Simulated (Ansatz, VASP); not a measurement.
## Sb: VASP beside Ansatz

```
Sb
1.0
     3.31800    0.00000    0.00000
     0.00000    3.31800    0.00000
     0.00000    0.00000    3.00200
Sb
1
Direct
  0.00000 0.00000 0.00000
```

Change from the starting cell: strain +0.050 along x and y, -0.050 along z, atoms carried along.

Alike in both runs: task single point; functional r2SCAN; k mesh 16 × 16 × 16; occupations gaussian, width 0.15 eV; no spin polarisation.

|  | VASP | Ansatz |
| --- | --- | --- |
| version | VASP 6.6.1 | Ansatz 0.2.0 |
| potentials or method | VASP PAW PBE potentials, release 64 (Sb), cutoff 520 eV | scalar-relativistic, plane waves, PAW |
| valence electrons in the cell | 5 | 15 |

```csv
,VASP,Ansatz,Ansatz less VASP
gap on the k mesh at the Fermi level (eV),none,none,-
pressure (GPa),-4.6,-4.6,+0.01
"traceless stress, the component that is largest in VASP (GPa)",6.21,6.18,-0.034
```

VASP's potentials were made for PBE, not for r2SCAN. A gap of «none» marks a metal or a gap that the smearing closes. VASP's potentials hold 5 valence electrons a cell and Ansatz's 15, so a difference there can come from the potentials and not from the codes.

Spin-orbit coupling is off throughout.
